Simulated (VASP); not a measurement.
# Si2Ni: single point with PBE

Crystal: Si2Ni.

```xyz
3
Lattice="0.0000 2.7298 2.7298 2.7298 0.0000 2.7298 2.7298 2.7298 0.0000" Properties=species:S:1:pos:R:3 pbc="T T T"
Si    1.3649    1.3649    1.3649
Si    4.0947    4.0947    4.0947
Ni    0.0000    0.0000    0.0000
```

```
Program                : VASP 6.6.1
Task                   : single point
Functional             : PBE
Potentials or basis    : VASP PAW PBE potentials, release 64 (Si, Ni)
Cutoff                 : 520 eV
k mesh                 : 14 × 14 × 14
Occupations            : gaussian, width 0.1 eV
Spin                   : no spin polarisation
Dipole correction      : no
Further INCAR settings : ALGO = Normal; EDIFF = 1e-06; NBANDS = 16
```

| Property | Result |
| --- | --- |
| Pressure | -1.1 GPa |
| Band gap on the k mesh | zero (bands 9 and 10 overlap by 2.15 eV) |

Levels at points of the mesh, in eV from the Fermi level:
```tsv
k point	band 7	band 8	band 9	band 10	band 11	band 12
(0.00, 0.00, 0.00)	-0.54	1.66	1.66	1.66	2.33	2.33
(0.50, 0.00, 0.00)	-3.18	-1.38	-1.38	1.73	1.79	1.79
(0.50, 0.50, 0.00)	-3.45	-3.28	-2.97	-0.46	1.47	7.74
```

It took 68 s on 1 thread of Intel(R) Xeon(R) Platinum 8488C (Sapphire Rapids) (shared host), peak memory 0.2 GiB.

Spin polarisation is off, so any magnetic state and its effect on volume and gap are missing.
